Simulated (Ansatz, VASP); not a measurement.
TaN in VASP and in Ansatz

INCAR

```
PREC = Accurate
ENCUT = 520
EDIFF = 1E-6
ISMEAR = 0
SIGMA = 0.1
LREAL = False
LASPH = True
NELM = 80
ALGO = Normal
ISIF = 2
LWAVE = False
LCHARG = False
GGA = PE
NBANDS = 24
```

KPOINTS

```
Automatic mesh
0
Gamma
  6 4 6
```

The input POSCAR:

```
TaN
1.0
    3.2250371200      0.0000000000      0.0000000000
    0.0000000000      4.4132315700      0.0000000000
    0.0000000000      0.0000000000      3.0762505100
Ta N
2 2
Direct
    0.5000000000      0.5000000000      0.7073100100
    0.0000000000      0.0000000000      0.2926899900
    0.0000000000      0.5000000000      0.2150069700
    0.5000000000      0.0000000000      0.7849930300
```

Input for Ansatz:

```yaml
crystal:
  lattice:
    - [3.22503712, 0.0, 0.0]
    - [0.0, 4.41323157, 0.0]
    - [0.0, 0.0, 3.07625051]
  atoms:
    - { symbol: Ta, position: [0.5, 0.5, 0.70731001] }
    - { symbol: Ta, position: [0.0, 0.0, 0.29268999] }
    - { symbol: "N", position: [0.0, 0.5, 0.21500697] }
    - { symbol: "N", position: [0.5, 0.0, 0.78499303] }
basis:
  ecutwfc: 420
kpoints:
  mp_grid: { grid: [6, 4, 6] }
hamiltonian:
  xc: pbe
scf:
  occupations: { method: gaussian, width: 0.1 }
  lower_state_search: "off"
output:
  forces: true
  stress: true
  eigenvalues: true
```

Change from the starting cell: species swapped into the CrN type (Pmmn, No. 59).

Alike in both runs: task single point; functional PBE; k mesh 6 × 4 × 6; occupations gaussian, width 0.1 eV; no spin polarisation.

```csv
,VASP,Ansatz
version,VASP 6.6.1,Ansatz 0.2.0
potentials or method,"VASP PAW PBE potentials, release 64 (Ta_pv, N), cutoff 520 eV","scalar-relativistic, plane waves, PAW"
valence electrons in the cell,32,36
```

VASP gave:

```
gap on the k mesh at the Fermi level (eV)                     : none
pressure (GPa)                                                : -3.7
traceless stress, the component that is largest in VASP (GPa) : 7.90
rms of the force components (eV/Å)                            : 0.049
```

Which values does Ansatz return?

gap on the k mesh at the Fermi level (eV): none; pressure (GPa): -4.4; traceless stress, the component that is largest in VASP (GPa): 7.90; rms of the force components (eV/Å): 0.052.

Atom by atom the forces differ by 0.005 eV/Å (rms over components). A gap of «none» marks a metal or a gap that the smearing closes. The functional is the same, so the differences come from potentials, cutoffs and numerics. VASP's potentials hold 32 valence electrons a cell and Ansatz's 36, so a difference there can come from the potentials and not from the codes.

Spin-orbit coupling is off throughout.
